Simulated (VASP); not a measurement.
Wanted: the native input for a VASP 6.6.1 run.

```yaml
Task: single point
Functional: PBE-based screened hybrid with 15 % exact exchange
Potentials_or_basis: VASP PAW PBE potentials, release 64 (As)
Cutoff: 520 eV
k_mesh: 4 × 4 × 5
Occupations: fermi-dirac, width 0.05 eV
Spin: no spin polarisation
Dipole_correction: no
Grid_for_exact_exchange_PRECFOCK: Normal
Share_of_exact_exchange: 0.15
Further_INCAR_settings: ALGO = Normal; EDIFF = 1e-06; NBANDS = 12
Screening_parameter: 0.2 1/Å
```

The system is As.

```
As
1.0
     4.56640    0.00000    0.00000
    -2.28320    3.95462    0.00000
     0.00000    0.00000    2.83374
As
2
Direct
  0.33333 0.66667 0.00000
  0.66667 0.33333 0.00000
```

This isn't the form of As at room conditions, which is rhombohedral.

One way to write it, as run:

POSCAR

```
As
1.0
    4.5664000000      0.0000000000      0.0000000000
   -2.2832000000      3.9546200000      0.0000000000
    0.0000000000      0.0000000000      2.8337400000
As
2
Direct
    0.3333300000      0.6666700000      0.0000000000
    0.6666700000      0.3333300000      0.0000000000
```

INCAR.step1

```
PREC = Accurate
ENCUT = 520
EDIFF = 1E-5
ISMEAR = -1
SIGMA = 0.05
LREAL = False
LASPH = True
NELM = 100
ALGO = Normal
ISIF = 2
LWAVE = True
LCHARG = False
NBANDS = 12
GGA = PE
```

INCAR.step2

```
PREC = Accurate
ENCUT = 520
EDIFF = 1E-6
ISMEAR = -1
SIGMA = 0.05
LREAL = False
LASPH = True
NELM = 100
ALGO = Normal
ISIF = 2
LWAVE = False
LCHARG = False
GGA = PE
LHFCALC = True
AEXX = 0.15
HFSCREEN = 0.2
PRECFOCK = Normal
NBANDS = 12
ISTART = 1
```

KPOINTS

```
Automatic mesh
0
Gamma
  4 4 5
```

Potentials or basis: VASP PAW PBE potentials, release 64 (As).

The run is started by

```bash
$ cat potpaw_PBE.64/As/POTCAR > POTCAR
$ cp INCAR.step1 INCAR
$ mpirun -np 1 vasp_std > vasp.out
$ cp INCAR.step2 INCAR
$ mpirun -np 1 vasp_std > vasp.out
```

Results of the run:

```yaml
Pressure: -2.1 GPa
Band_gap_on_the_k_mesh: zero (bands 5 and 6 overlap by 3.82 eV)
```

Caveat: the k points lie up to 0.44 Å⁻¹ apart, too coarse for converged energies and pressures of a metal; the PAW data sets were made with another functional, which shifts forces and pressure a little.

Wall time 15 min on 1 thread of Intel Xeon 8259CL, with other jobs on the host, peak memory 0.28 GiB.
